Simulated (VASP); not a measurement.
# Si (Ibca) in VASP: further runs

Runs on Si. Level: PBE. Tasks: single point.

Everything below comes from runs of VASP 6.6.1. Logs are shortened: lines on timing, memory, paths and dates and some standing lists are left out, and cuts for length are marked.

**1. The cell of the first run**

Symmetry: Ibca, No. 73, orthorhombic system. The conventional cell has a = 6.596 Å, b = 6.596 Å, c = 7.148 Å, α = 90.00°, β = 90.00°, γ = 90.00°. Within 3.1 Å of Si (site symmetry 1) lie 4 Si at 2.37 to 2.51 Å.

**2. Single point, PBE (19.44 Å³/atom)**

Input file INCAR:

```
PREC = Accurate
ENCUT = 520
EDIFF = 1E-7
ISMEAR = 0
SIGMA = 0.15
LREAL = False
LASPH = True
NELM = 60
ALGO = Normal
ISIF = 2
LWAVE = False
LCHARG = False
GGA = PE
NBANDS = 26
```

Input file KPOINTS:

```
regular mesh
0
Gamma
  10 10 10
```

Input file POSCAR:

```
Si
1.0
   -3.2981651188      3.2981651188      3.5742215392
    3.2981651188     -3.2981651188      3.5742215392
    3.2981651188      3.2981651188     -3.5742215392
Si
8
Direct
    0.2028545115      0.2028545115      0.2028545115
    0.5000000000      0.0000000000      0.2971454885
    0.2971454885      0.5000000000      0.0000000000
    0.0000000000      0.2971454885      0.5000000000
    0.7971454885      0.7971454885      0.7971454885
    0.5000000000      0.0000000000      0.7028545115
    0.7028545115      0.5000000000      0.0000000000
    0.0000000000      0.7028545115      0.5000000000
```

Potentials or basis: VASP PAW PBE potentials, release 64 (Si).

The run is started by

```console
$ cat potpaw_PBE.64/Si/POTCAR > POTCAR
$ mpirun -np 1 vasp_std > vasp.out
```

OUTCAR:

```text
PREC = Accurate
   ENCUT = 520
   EDIFF = 1E-7
   ISMEAR = 0
   LREAL = False
   LASPH = True
   NELM = 60
   ISIF = 2
   GGA = PE

 ion  position               nearest neighbor table
   1  0.203  0.203  0.203-   2 2.37   5 2.38   4 2.44   3 2.51
   2  0.500  0.000  0.297-   1 2.37   6 2.38   3 2.44   4 2.51
   3  0.297  0.500  0.000-   4 2.37   7 2.38   2 2.44   1 2.51
   4  0.000  0.297  0.500-   3 2.37   8 2.38   1 2.44   2 2.51
   5  0.797  0.797  0.797-   6 2.37   1 2.38   8 2.44   7 2.51
   6  0.500  0.000  0.703-   5 2.37   2 2.38   7 2.44   8 2.51
   7  0.703  0.500  0.000-   8 2.37   3 2.38   6 2.44   5 2.51
   8  0.000  0.703  0.500-   7 2.37   4 2.38   5 2.44   6 2.51

  LATTYP: Found a body centered tetragonal cell.
 ALAT       =     6.5963302376
 C/A-ratio  =     1.0837000000

  Lattice vectors:

 A1 = (  -3.2981651188,   3.2981651188,   3.5742215392)
 A2 = (   3.2981651188,  -3.2981651188,   3.5742215392)
 A3 = (   3.2981651188,   3.2981651188,  -3.5742215392)

Analysis of symmetry for initial positions (statically):
=====================================================================
 Subroutine PRICEL returns:
 Original cell was already a primitive cell.

 Routine SETGRP: Setting up the symmetry group for a
 body centered tetragonal supercell.

 Subroutine GETGRP returns: Found  8 space group operations
 (whereof  2 operations were pure point group operations)
 out of a pool of 16 trial point group operations.

The static configuration has the point symmetry S_2 .
 The point group associated with its full space group is D_2h.

Analysis of symmetry for dynamics (positions and initial velocities):
=====================================================================
 Subroutine PRICEL returns:
 Original cell was already a primitive cell.

 Routine SETGRP: Setting up the symmetry group for a
 body centered tetragonal supercell.

 Subroutine GETGRP returns: Found  8 space group operations
 (whereof  2 operations were pure point group operations)
 out of a pool of 16 trial point group operations.

The dynamic configuration has the point symmetry S_2 .
 The point group associated with its full space group is D_2h.

 Subroutine INISYM returns: Found  8 space group operations
 (whereof  2 operations are pure point group operations),
 and found     1 'primitive' translations

----------------------------------------------------------------------------------------

                                     Primitive cell

  volume of cell :     155.5200

  direct lattice vectors                    reciprocal lattice vectors
    -3.298165119  3.298165119  3.574221539     0.000000000  0.151599445  0.139890601
     3.298165119 -3.298165119  3.574221539     0.151599445  0.000000000  0.139890601
     3.298165119  3.298165119 -3.574221539     0.151599445  0.151599445  0.000000000

  length of vectors
     5.876295254  5.876295254  5.876295254     0.206280808  0.206280808  0.214393991

  position of ions in fractional coordinates (direct lattice)
     0.202854512  0.202854512  0.202854512
     0.500000000  0.000000000  0.297145488
     0.297145489  0.500000000  0.000000000
     1.000000000  0.297145488  0.500000000
     0.797145488  0.797145488  0.797145488
     0.500000000  1.000000000  0.702854512
     0.702854512  0.500000000  0.000000000
     0.000000000  0.702854512  0.500000000

  ion indices of the primitive-cell ions
   primitive index   ion index
                 1           1
                 2           2
                 3           3
                 4           4
                 5           5
                 6           6
                 7           7
                 8           8

----------------------------------------------------------------------------------------

 KPOINTS: regular mesh

Automatic generation of k-mesh.
 Grid dimensions read from file:
 generate k-points for:   10   10   10

 Generating k-lattice:

  Cartesian coordinates                     Fractional coordinates (reciprocal lattice)
     0.000000000  0.015159944  0.013989060     0.100000000  0.000000000 -0.000000000
     0.015159944  0.000000000  0.013989060     0.000000000  0.100000000 -0.000000000
     0.015159944  0.015159944  0.000000000     0.000000000  0.000000000  0.100000000

  Length of vectors
     0.020628081  0.020628081  0.021439399

  Shift w.r.t. Gamma in fractional coordinates (k-lattice)
     0.000000000  0.000000000  0.000000000

 Subroutine IBZKPT returns following result:
 ===========================================

 Found    171 irreducible k-points:

 Following reciprocal coordinates:
            Coordinates               Weight
  0.000000  0.000000  0.000000      1.000000
  0.100000  0.000000 -0.000000      4.000000
  0.000000  0.100000 -0.000000      4.000000
  0.200000  0.000000 -0.000000      4.000000
  0.000000  0.200000 -0.000000      4.000000
  0.300000  0.000000  0.000000      4.000000
[... 16 lines left out ...]
 -0.300000  0.100000  0.000000      8.000000
  0.000000 -0.200000 -0.100000      8.000000
 [... further k-points ...]
   k-points           NKPTS =    171   k-points in BZ     NKDIM =    171   number of bands    NBANDS=     26
   number of dos      NEDOS =    301   number of ions     NIONS =      8
   total plane-waves  NPLWV = 110592
   dimension x,y,z NGX =    48 NGY =   48 NGZ =   48
   dimension x,y,z NGXF=    96 NGYF=   96 NGZF=   96
   ions per type =               8
   NGX,Y,Z   is equivalent  to a cutoff of  13.58, 13.58, 13.58 a.u.
   NGXF,Y,Z  is equivalent  to a cutoff of  27.16, 27.16, 27.16 a.u.
 SYSTEM =  unknown system
   PREC   = accura    normal or accurate (medium, high low for compatibility)
   ISTART =      0    job   : 0-new  1-cont  2-samecut
   ICHARG =      2    charge: 1-file 2-atom 10-const
   ISPIN  =      1    spin polarized calculation?
   LNONCOLLINEAR =      F non collinear calculations
   LSORBIT =      F    spin-orbit coupling
   LASPH  =      T    aspherical Exc in radial PAW
   ENCUT  =  520.0 eV  38.22 Ry    6.18 a.u.  10.93 10.93 10.93*2*pi/ulx,y,z
   NELM   =     60;   NELMIN=  2; NELMDL= -5     # of ELM steps
   EDIFF  = 0.1E-06   stopping-criterion for ELM
   LREAL  =      F    real-space projection
   EDIFFG = 0.1E-05   stopping-criterion for IOM
   NSW    =      0    number of steps for IOM
   IBRION =     -1    ionic relax: 0-MD 1-quasi-New 2-CG
   NFREE  =      0    steps in history (QN), initial steepest desc. (CG)
   ISIF   =      2    stress and relaxation
   ISYM   =      2    0-nonsym 1-usesym 2-fastsym
   POTIM  = 0.5000    time-step for ionic-motion
   TEBEG  =    0.0;   TEEND  =   0.0 temperature during run
   PSTRESS=    0.0 pullay stress
   NELECT =      32.0000    total number of electrons
   NUPDOWN=      -1.0000    fix difference up-down
   EMIN   =  10.00;   EMAX   =-10.00  energy-range for DOS
   EFERMI =   0.00;   METHOD = LEGACY
   ISMEAR =     0;   SIGMA  =   0.15  broadening in eV -4-tet -1-fermi 0-gaus
   EFERMI_NEDOS =   21; number of points for ismear=-14 and -15
   IALGO  =     38    algorithm
   IMIX   =      4    mixing-type and parameters
     AMIX     =   0.40;   BMIX     =  1.00
     AMIX_MAG =   1.60;   BMIX_MAG =  1.00
  volume/ion in A,a.u.               =      19.44       131.19
  Fermi-wavevector in a.u.,A,eV,Ry     =   0.966487  1.826396 12.709166  0.934097
  Thomas-Fermi vector in A             =   2.096293
   LORBIT       =      0    0 simple, 1 ext, 2 COOP (PROOUT), +10 PAW based schemes
   GGA     = PE    functional components
   LHFCALC =     F    Hartree Fock is set to
   AEXX    =    0.0000 exact exchange contribution
   IVDW    =     0    specifies the selected vdW correction
   LEPSILON=     F    determine dielectric tensor
   LRPA    =     F    only Hartree local field effects (RPA)
 non-spin polarized calculation
 Gauss-broadening in eV      SIGMA  =   0.15
  energy-cutoff  :      520.00
  volume of cell :      155.52
 maximum number of plane-waves:      4222
 NGX is ok and might be reduce to    48
   NGX = 21   NGY = 21   NGZ = 21

 number of electron      32.0000000 magnetization

 Free energy of the ion-electron system (eV)
  ---------------------------------------------------
  ext. energy  EPLUGINS =         0.00000000
  ---------------------------------------------------
  free energy    TOTEN  =       -41.73536081 eV

  energy without entropy =      -41.72455685  energy(sigma->0) =      -41.72995883

 E-fermi :   6.4415     XC(G=0):  -9.7240

 val. band max:        6.4322722609   @ k =  -0.1000   0.4000   0.5000
 cond. band min:       6.4454918205   @ k =  -0.3000  -0.4000   0.3000
 fundamental gap:      0.0132195596
 Fermi energy:         6.4414913634

 k-point     1 :       0.0000    0.0000    0.0000
  band No.  band energies     occupation
      1      -5.8010      2.00000
      2      -1.7706      2.00000
      3      -1.6369      2.00000
      4      -1.4711      2.00000
      5      -0.9597      2.00000
      6       0.0368      2.00000
[... 18 lines left out ...]
     25      11.8783      0.00000
     26      11.8991      0.00000

 k-point     2 :       0.1000    0.0000   -0.0000
  band No.  band energies     occupation
      1      -5.7443      2.00000
      2      -2.0338      2.00000
      3      -1.7559      2.00000
      4      -1.3231      2.00000
      5      -1.1648      2.00000
      6      -0.0160      2.00000
[... 18 lines left out ...]
     25      11.4576      0.00000
     26      12.0537      0.00000

 k-point     3 :       0.0000    0.1000   -0.0000
  band No.  band energies     occupation
      1      -5.7444      2.00000
      2      -2.0060      2.00000
      3      -1.6841      2.00000
      4      -1.5701      2.00000
      5      -1.0078      2.00000
      6       0.1007      2.00000
[... 572 lines left out ...]
 k-point    23 :      -0.3000    0.1000    0.0000
  band No.  band energies     occupation
      1      -5.3904      2.00000
      2      -2.9057      2.00000
      3      -2.1225      2.00000
      4      -2.0260      2.00000
      5      -0.8323      2.00000
      6      -0.0721      2.00000
[... 18 lines left out ...]
     25      11.0553      0.00000
     26      11.3967      0.00000

 k-point    24 :       0.0000   -0.2000   -0.1000
  band No.  band energies     occupation
      1      -5.3912      2.00000
      2      -2.8854      2.00000
      3      -2.1975      2.00000
      4      -1.9327      2.00000
      5      -0.9456      2.00000
      6      -0.1463      2.00000
[... 18 lines left out ...]
     25      11.2105      0.00000
     26      11.3871      0.00000

 [... further k-points ...]

------------------------ aborting loop because EDIFF is reached ----------------------------------------

  FORCE on cell =-STRESS in cart. coord.  units (eV):
  Direction    XX          YY          ZZ          XY          YZ          ZX
  --------------------------------------------------------------------------------------
  -------------------------------------------------------------------------------------
  Total       -0.7473858     -0.4334557    -11.1573598      0.0000000      0.0000000      0.0000000
  in kB       -7.6996181     -4.4654897   -114.9438591      0.0000000      0.0000000      0.0000000
  external PRESSURE =     -42.3696556 kB  Pullay stress =       0.0000000 kB

 VOLUME and BASIS-vectors are now :
 -----------------------------------------------------------------------------
  energy-cutoff  :      520.00
  volume of cell :      155.52
      direct lattice vectors                 reciprocal lattice vectors
    -3.298165119  3.298165119  3.574221539     0.000000000  0.151599445  0.139890601
     3.298165119 -3.298165119  3.574221539     0.151599445  0.000000000  0.139890601
     3.298165119  3.298165119 -3.574221539     0.151599445  0.151599445  0.000000000

 POSITION                                       TOTAL-FORCE (eV/Angst)
 -----------------------------------------------------------------------------------
      0.66905      0.66905      0.72505         0.020144     -0.371006      0.017647
     -0.66905      2.62912      0.72505        -0.020144      0.371006      0.017647
      0.66905     -0.66905      2.84917         0.020144      0.371006     -0.017647
      2.62912      0.66905     -0.72505        -0.020144     -0.371006     -0.017647
      2.62912      2.62912      2.84917        -0.020144      0.371006     -0.017647
      0.66905      3.96721     -0.72505         0.020144     -0.371006     -0.017647
     -0.66905      0.66905      4.29927        -0.020144     -0.371006      0.017647
      3.96721     -0.66905      0.72505         0.020144      0.371006      0.017647
 -----------------------------------------------------------------------------------
    total drift:                               -0.000000     -0.000000     -0.000000

  FREE ENERGIE OF THE ION-ELECTRON SYSTEM (eV)
  ---------------------------------------------------
  free  energy   TOTEN  =       -41.7353608090 eV

  energy  without entropy=      -41.7245568517  energy(sigma->0) =      -41.72995883
```

Wall time 6.5 min (1 thread of Intel Xeon 6975P-C (Granite Rapids), shared host); peak memory 0.62 GiB.

Results:

```yaml
Free_energy: -41.7354 eV
Pressure: -4.2 GPa
Largest_force: 0.372 eV/Å
Band_gap_on_the_k_mesh: zero (bands 16 and 17 overlap by 0.17 eV)
```

Forces on the atoms (eV/Å):
```
Si   0.020 -0.371  0.018
Si  -0.020  0.371  0.018
Si   0.020  0.371 -0.018
Si  -0.020 -0.371 -0.018
Si  -0.020  0.371 -0.018
Si   0.020 -0.371 -0.018
Si  -0.020 -0.371  0.018
Si   0.020  0.371  0.018
```

Caveat: the stress differs along the axes, from -11 to -0 GPa; semilocal functionals underestimate gaps, and a narrow one can read as zero.

(Part 1 of 2 ends here.)

The gap in the log of VASP goes by the Fermi energy; the results here count the filled bands.